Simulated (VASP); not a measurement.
## VSiPt3: relaxation of cell and atoms with PBE

The system is VSiPt3.

```xyz
5
Lattice="4.1133 0.0000 0.0000 0.0000 4.1133 0.0000 0.0000 0.0000 4.1133" Properties=species:S:1:pos:R:3 pbc="T T T"
V     0.0000    0.0000    0.0000
Si    2.0567    2.0567    2.0567
Pt    0.0000    2.0567    2.0567
Pt    2.0567    0.0000    2.0567
Pt    2.0567    2.0567    0.0000
```

```yaml
Program: VASP 6.6.1
Task: relaxation of cell and atoms
Functional: PBE
Potentials_or_basis: VASP PAW PBE potentials, release 64 (V_sv, Si, Pt)
Cutoff: 600 eV
k_mesh: 4 × 4 × 4
Occupations: gaussian, width 0.1 eV
Spin: collinear spin, ferromagnetic start
Starting_moments: "[2.75, 0.0, 0.0, 0.0, 0.0] μB"
Dipole_correction: no
Further_INCAR_settings: ALGO = Normal; EDIFF = 1e-06; IBRION = 2; EDIFFG = -0.04; NSW = 90; ISIF = 3
```

| Quantity | Value |
| --- | --- |
| Relaxed volume | 18.29 Å³/atom |
| Relaxed cell | a = 4.506 Å, b = 4.506 Å, c = 4.506 Å, α = 90.00°, β = 90.00°, γ = 90.00° |
| Space group after relaxing (to 0.1 Å) | Pm-3m (No. 221) |
| Energy gained by relaxing | 765.6 meV/atom |
| Ionic steps | 5 |
| Pressure after relaxing | 0.1 GPa |
| Net moment | -3.14 μB per cell |
| Site moments | V -2.58; Si -0.01; Pt -0.05 μB |
| Valence electrons inside the program's atomic spheres | V 11.08; Si 1.79; Pt 9.35 |

The path:
| step | energy change (eV) | largest force (eV/Å) | pressure (GPa) | volume (Å³) |
| --- | --- | --- | --- | --- |
| 1 | 0.0000 | 0.0000 | 72.68 | 69.59 |
| 2 | 2.4996 | 0.0000 | -18.97 | 154.54 |
| 3 | -3.7414 | 0.0000 | -5.54 | 95.89 |
| 4 | -3.8093 | 0.0000 | -2.24 | 93.15 |
| 5 | -3.8278 | 0.0000 | 0.06 | 91.47 |

Final structure:
```
CELL_PARAMETERS angstrom
4.50570 0.00000 0.00000
0.00000 4.50570 0.00000
0.00000 0.00000 4.50570
ATOMIC_POSITIONS crystal
V 0.00000 0.00000 0.00000
Si 0.50000 0.50000 0.50000
Pt 0.00000 0.50000 0.50000
Pt 0.50000 0.00000 0.50000
Pt 0.50000 0.50000 0.00000
```

Levels at points of the mesh, in eV from the Fermi level:
Spin up:
| k point | band 18 | band 19 | band 20 | band 21 | band 22 | band 23 | band 24 | band 25 | band 26 | band 27 |
| --- | --- | --- | --- | --- | --- | --- | --- | --- | --- | --- |
| (0.00, 0.00, 0.00) | -1.86 | -1.86 | -1.01 | -1.01 | -1.01 | -0.69 | 1.53 | 1.53 | 2.66 | 2.66 |
| (0.50, 0.00, 0.00) | -2.05 | -2.05 | -1.64 | -1.00 | 0.84 | 0.84 | 1.87 | 2.06 | 2.29 | 2.29 |
| (0.50, 0.50, 0.00) | -2.22 | -2.00 | -1.60 | -0.57 | -0.30 | -0.30 | 1.41 | 1.81 | 1.81 | 2.14 |
| (0.50, 0.50, 0.50) | -0.98 | -0.98 | -0.98 | -0.20 | -0.20 | -0.20 | 0.37 | 0.37 | 0.37 | 2.46 |
Spin down:
| k point | band 22 | band 23 | band 24 | band 25 | band 26 | band 27 | band 28 | band 29 |
| --- | --- | --- | --- | --- | --- | --- | --- | --- |
| (0.00, 0.00, 0.00) | -1.09 | -0.74 | 0.02 | 0.02 | 0.45 | 0.45 | 0.45 | 3.15 |
| (0.50, 0.00, 0.00) | -0.54 | -0.54 | -0.14 | -0.03 | 0.44 | 1.36 | 1.36 | 2.32 |
| (0.50, 0.50, 0.00) | -0.39 | -0.39 | -0.37 | -0.37 | -0.16 | 0.10 | 1.15 | 2.90 |
| (0.50, 0.50, 0.50) | -0.47 | -0.47 | -0.46 | -0.46 | -0.46 | 0.30 | 0.30 | 1.73 |

Run time: 14 min on 1 thread of Intel Xeon 8259CL, on a shared host, peak memory 0.28 GiB.

Caveat: the k points lie up to 0.35 Å⁻¹ apart in the final cell; the volume moved by over 15 % at a fixed basis, so the end points are rough; spin-orbit coupling is left out, which moves the levels of the heavy elements.
